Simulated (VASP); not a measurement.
# BaTiO3 (R3m) in VASP: a series of runs

Runs on BaTiO3. Level: PBEsol+D4+U. Tasks: single point.

Program: VASP 6.6.1. These are calculated values, not measurements. Logs are shortened: lines on timing, memory, paths and dates and some standing lists are left out, and cuts for length are marked.

## (1) The cell of the first run

Symmetry: R3m, No. 160, trigonal system. Conventional cell: a = 5.655 Å, b = 5.655 Å, c = 6.955 Å, α = 90.00°, β = 90.00°, γ = 120.00°. Ba (site symmetry 3m) has 12 O at 2.79 to 2.89 Å and 8 Ti at 3.37 to 3.59 Å within 3.7 Å. Ti (site symmetry 3m) has 6 O at 1.87 to 2.14 Å within 2.5 Å. O (site symmetry m) has 2 Ti at 1.87 to 2.14 Å within 2.5 Å.

## (2) Single point, PBEsol+D4+U

Contents of INCAR:

```
PREC = Accurate
ENCUT = 520
EDIFF = 1E-6
ISMEAR = 0
SIGMA = 0.01
LREAL = F
LASPH = T
NELM = 150
ALGO = Normal
ISIF = 2
LWAVE = F
LCHARG = F
LMAXMIX = 4
LDAU = T
LDAUTYPE = 2
LDAUL = -1 2 -1
LDAUU = 0 1 0
LDAUJ = 0 0 0
LDAUPRINT = 1
GGA = PS
IVDW = 13
NBANDS = 28
```

Contents of KPOINTS:

```
Automatic mesh
0
Gamma
  6 6 6
```

Contents of POSCAR:

```
BaTiO3
1.0
    2.8273670000      1.6323810000      2.3183930000
   -2.8273670000      1.6323810000      2.3183930000
    0.0000000000     -3.2647620000      2.3183930000
Ba Ti O
1 1 3
Direct
    0.0000000000      0.0000000000      0.0000000000
    0.4845000000      0.4845000000      0.4845000000
    0.5086000000      0.5086000000      0.0175000000
    0.0175000000      0.5086000000      0.5086000000
    0.5086000000      0.0175000000      0.5086000000
```

Potentials or basis: VASP PAW PBE potentials, release 64 (Ba_sv, Ti_sv, O).

Launch:

```console
$ cat potpaw_PBE.64/Ba_sv/POTCAR potpaw_PBE.64/Ti_sv/POTCAR potpaw_PBE.64/O/POTCAR > POTCAR
$ mpirun -np 1 vasp_std > vasp.out
```

OUTCAR:

```text
PREC = Accurate
   ENCUT = 520
   EDIFF = 1E-6
   ISMEAR = 0
   LREAL = F
   LASPH = T
   NELM = 150
   ISIF = 2
   GGA = PS
   IVDW = 13

 ion  position               nearest neighbor table
   1  0.000  0.000  0.000-   3 2.79   4 2.79   5 2.79   4 2.83   5 2.83   5 2.83   4 2.83   3 2.83
                             3 2.83   3 2.89   4 2.89   5 2.89   2 3.37   2 3.43   2 3.43   2 3.43
   2  0.484  0.484  0.484-   3 1.87   4 1.87   5 1.87   3 2.14   4 2.14   5 2.14   1 3.37   1 3.43
                             1 3.43   1 3.43   1 3.50   1 3.50   1 3.50   1 3.59
   3  0.509  0.509  0.017-   2 1.87   2 2.14   1 2.79   1 2.83   1 2.83   1 2.89
   4  0.017  0.509  0.509-   2 1.87   2 2.14   1 2.79   1 2.83   1 2.83   1 2.89
   5  0.509  0.017  0.509-   2 1.87   2 2.14   1 2.79   1 2.83   1 2.83   1 2.89

  LATTYP: Found a trigonal (rhomboedric) cell.
 ALAT       =     4.0042000430
 COS(alpha) =     0.0028446280

  Lattice vectors:

 A1 = (   2.8273670000,   1.6323810000,   2.3183930000)
 A2 = (  -2.8273670000,   1.6323810000,   2.3183930000)
 A3 = (   0.0000000000,  -3.2647620000,   2.3183930000)

Analysis of symmetry for initial positions (statically):
=====================================================================
 Subroutine PRICEL returns:
 Original cell was already a primitive cell.

 Routine SETGRP: Setting up the symmetry group for a
 trigonal (rhombohedral) supercell.

 Subroutine GETGRP returns: Found  6 space group operations
 (whereof  6 operations were pure point group operations)
 out of a pool of 12 trial point group operations.

The static configuration has the point symmetry C_3v.

Analysis of symmetry for dynamics (positions and initial velocities):
=====================================================================
 Subroutine PRICEL returns:
 Original cell was already a primitive cell.

 Routine SETGRP: Setting up the symmetry group for a
 trigonal (rhombohedral) supercell.

 Subroutine GETGRP returns: Found  6 space group operations
[... 163 lines left out ...]

spin component  2

  0.1791  0.0000 -0.0000  0.0613 -0.0000
  0.0000  0.2056 -0.0000 -0.0000  0.0613
 -0.0000 -0.0000  0.1286 -0.0000 -0.0000
  0.0613 -0.0000 -0.0000  0.2056 -0.0000
 -0.0000  0.0613 -0.0000 -0.0000  0.1791

 occupancies and eigenvectors

  o =  0.1286  v = -0.0000  0.0000 -1.0000  0.0000 -0.0000  0.0000  0.0000  0.0000  0.0000  0.0000      0.0000  0.0000  0.0000  0.0000  0.0000  0.0000  0.0000  0.0000  0.0000  0.0000
  o =  0.1286  v =  0.0000  0.0000  0.0000  0.0000  0.0000 -0.0000  0.0000 -1.0000  0.0000 -0.0000      0.0000  0.0000  0.0000  0.0000  0.0000  0.0000  0.0000  0.0000  0.0000  0.0000
  o =  0.1296  v =  0.0000 -0.6279 -0.0000 -0.0000  0.7783  0.0000  0.0000  0.0000  0.0000  0.0000      0.0000  0.0000  0.0000  0.0000  0.0000  0.0000  0.0000  0.0000  0.0000  0.0000
  o =  0.1296  v =  0.0000  0.0000  0.0000  0.0000  0.0000  0.0000 -0.6279 -0.0000 -0.0000  0.7783      0.0000  0.0000  0.0000  0.0000  0.0000  0.0000  0.0000  0.0000  0.0000  0.0000
  o =  0.1296  v =  0.0000  0.0000  0.0000  0.0000  0.0000 -0.7783 -0.0000 -0.0000  0.6279  0.0000      0.0000  0.0000  0.0000  0.0000  0.0000  0.0000  0.0000  0.0000  0.0000  0.0000
  o =  0.1296  v = -0.7783 -0.0000 -0.0000  0.6279  0.0000  0.0000  0.0000  0.0000  0.0000  0.0000      0.0000  0.0000  0.0000  0.0000  0.0000  0.0000  0.0000  0.0000  0.0000  0.0000
  o =  0.2550  v =  0.0000  0.0000  0.0000  0.0000  0.0000  0.0000  0.7783 -0.0000  0.0000  0.6279      0.0000  0.0000  0.0000  0.0000  0.0000  0.0000  0.0000  0.0000  0.0000  0.0000
  o =  0.2550  v =  0.0000  0.7783 -0.0000  0.0000  0.6279  0.0000  0.0000  0.0000  0.0000  0.0000      0.0000  0.0000  0.0000  0.0000  0.0000  0.0000  0.0000  0.0000  0.0000  0.0000
  o =  0.2550  v = -0.6279  0.0000 -0.0000 -0.7783  0.0000  0.0000  0.0000  0.0000  0.0000  0.0000      0.0000  0.0000  0.0000  0.0000  0.0000  0.0000  0.0000  0.0000  0.0000  0.0000
  o =  0.2550  v =  0.0000  0.0000  0.0000  0.0000  0.0000 -0.6279  0.0000 -0.0000 -0.7783  0.0000      0.0000  0.0000  0.0000  0.0000  0.0000  0.0000  0.0000  0.0000  0.0000  0.0000

 number of electron      39.9999998 magnetization

 Free energy of the ion-electron system (eV)
  ---------------------------------------------------
  ext. energy  EPLUGINS =         0.00000000
  ---------------------------------------------------
  free energy    TOTEN  =       -41.28199859 eV

  energy without entropy =      -41.28199859  energy(sigma->0) =      -41.28199859

 E-fermi :   3.7570     XC(G=0): -11.4949

 val. band max:        3.6589205691   @ k =   0.5000   0.5000   0.5000
 cond. band min:       6.0878340670   @ k =   0.0000   0.0000   0.0000
 fundamental gap:      2.4289134979
 Fermi energy:         3.7569946835

 k-point     1 :       0.0000    0.0000    0.0000
  band No.  band energies     occupation
      1     -52.6310      2.00000
      2     -28.9887      2.00000
      3     -28.9887      2.00000
      4     -28.9857      2.00000
      5     -21.0960      2.00000
      6     -13.1046      2.00000
[... 733 lines left out ...]
     27      11.7783      0.00000
     28      12.2465      0.00000

 [... further k-points ...]

------------------------ aborting loop because EDIFF is reached ----------------------------------------

  DFT-D4 for vdW energy calculation

  Edisp (eV):   -0.62267

  FORCE on cell =-STRESS in cart. coord.  units (eV):
  Direction    XX          YY          ZZ          XY          YZ          ZX
  --------------------------------------------------------------------------------------
  -------------------------------------------------------------------------------------
  Total      -0.04097    -0.04097    -0.16430     0.00000     0.00000     0.00000
  in kB      -1.02240    -1.02240    -4.10019     0.00000     0.00000     0.00000
  external pressure =       -2.05 kB  Pullay stress =        0.00 kB

 VOLUME and BASIS-vectors are now :
 -----------------------------------------------------------------------------
  energy-cutoff  :      520.00
  volume of cell :       64.20
      direct lattice vectors                 reciprocal lattice vectors
     2.827367000  1.632381000  2.318393000     0.176842978  0.102100347  0.143777752
    -2.827367000  1.632381000  2.318393000    -0.176842978  0.102100347  0.143777752
     0.000000000 -3.264762000  2.318393000     0.000000000 -0.204200694  0.143777752

 POSITION                                       TOTAL-FORCE (eV/Angst)
 -----------------------------------------------------------------------------------
      0.00000      0.00000      0.00000         0.000000      0.000000     -0.136289
      0.00000      0.00000      3.36978         0.000000      0.000000      0.389822
      0.00000      1.60332      2.39884         0.000000      0.200700     -0.084511
     -1.38852     -0.80166      2.39884        -0.173811     -0.100350     -0.084511
      1.38852     -0.80166      2.39884         0.173811     -0.100350     -0.084511
 -----------------------------------------------------------------------------------
    total drift:                                0.000000      0.000001      0.001351

  FREE ENERGIE OF THE ION-ELECTRON SYSTEM (eV)
  ---------------------------------------------------
  free  energy   TOTEN  =       -41.9046721284 eV

  energy  without entropy=      -41.9046721284  energy(sigma->0) =      -41.90467213
```

Wall time 27 s (1 thread of Intel Xeon 6975P-C (Granite Rapids), shared host); peak memory 0.2 GiB.

Results:

- Free energy: -41.9047 eV
- Pressure: -0.2 GPa
- Largest force: 0.390 eV/Å
- Band gap on the k mesh: 2.43 eV, indirect (least direct gap 2.83 eV)
- Dispersion energy per atom: -0.125 eV

Forces on the atoms (eV/Å):
```
Ba   0.000  0.000 -0.136
Ti   0.000  0.000  0.390
O    0.000  0.201 -0.085
O   -0.174 -0.100 -0.085
O    0.174 -0.100 -0.085
```

Levels at points of the mesh, in eV from the valence-band top:
```csv
k point,band 16,band 17,band 18,band 19,band 20,band 21,band 22,band 23,band 24,band 25
"(0.00, 0.00, 0.00)",-1.32,-1.09,-0.53,-0.40,-0.40,2.43,2.43,2.56,4.51,4.51
"(0.50, 0.00, 0.00)",-2.12,-1.70,-1.65,-0.98,-0.85,2.62,3.88,3.98,4.47,6.16
"(0.50, 0.50, 0.00)",-2.74,-1.68,-0.90,-0.86,-0.10,3.96,3.96,4.29,5.06,7.76
"(0.50, 0.50, 0.50)",-2.38,-2.34,-0.02,-0.02,0.00,4.43,4.59,4.59,6.51,6.51
```

Eigenvalues of the final occupation matrices:
```
    site  spin  trace               eigenvalues
site 2 d     1   0.90  0.13 0.13 0.13 0.26 0.26
site 2 d     2   0.90  0.13 0.13 0.13 0.26 0.26
```

Caveat: the PAW data sets were made with another functional, which shifts forces and pressure a little; spin-orbit coupling is left out, which moves the levels of the heavy elements.

(Part 1 of 2 ends here.)
